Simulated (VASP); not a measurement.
Here is a VASP 6.6.1 calculation.

Contents of POSCAR:

```
TiO2
1.0
    0.0000000000      2.3968272579      2.3968272579
    2.3968272579      0.0000000000      2.3968272579
    2.3968272579      2.3968272579      0.0000000000
Ti O
1 2
Direct
    0.0000000000      0.0000000000      0.0000000000
    0.2500000000      0.2500000000      0.2500000000
    0.7500000000      0.7500000000      0.7500000000
```

File INCAR.step1:

```
SYSTEM = TiO2
PREC = Accurate ; ENCUT = 660
ISMEAR = 0 ; SIGMA = 0.01
LREAL = .False. ; LASPH = .True.
NELM = 120 ; NBANDS = 19
GGA = PE ; ALGO = Normal
EDIFF = 1E-5 ; LWAVE = .True.
LCHARG = .False. ; GGA_COMPAT = .False.
```

The input INCAR.step2:

```
SYSTEM = TiO2
PREC = Accurate ; ENCUT = 660
EDIFF = 1E-6 ; ISMEAR = 0
SIGMA = 0.01 ; LREAL = .False.
LASPH = .True. ; NELM = 120
ALGO = Normal ; ISIF = 2
LWAVE = .False. ; LCHARG = .True.
METAGGA = R2SCAN ; LMIXTAU = .True.
LELF = .True. ; LVHAR = .True.
NBANDS = 19 ; ISTART = 1
GGA_COMPAT = .False.
```

The input KPOINTS:

```
Automatic mesh
0
Gamma
  3 3 3
  0 0 0
```

Potentials or basis: VASP PAW PBE potentials, release 64 (Ti_sv, O).

Launch:

```console
$ cat potpaw_PBE.64/Ti_sv/POTCAR potpaw_PBE.64/O/POTCAR > POTCAR
$ cp INCAR.step1 INCAR
$ mpirun -np 1 vasp_std > vasp.out
$ cp INCAR.step2 INCAR
$ mpirun -np 1 vasp_std > vasp.out
```

Problem. What does it give for the band gap on the k mesh?

Solution. 2.46 eV, indirect (the least direct gap lies 5.0 meV higher).

Problem. Estimate the pressure.

Solution. 1.2 GPa.

Caveat: the k points lie up to 0.76 Å⁻¹ apart; the PAW data sets were made with another functional, which shifts forces and pressure a little. r2SCAN opens gaps a little over a GGA but as a rule still falls short of measured ones.
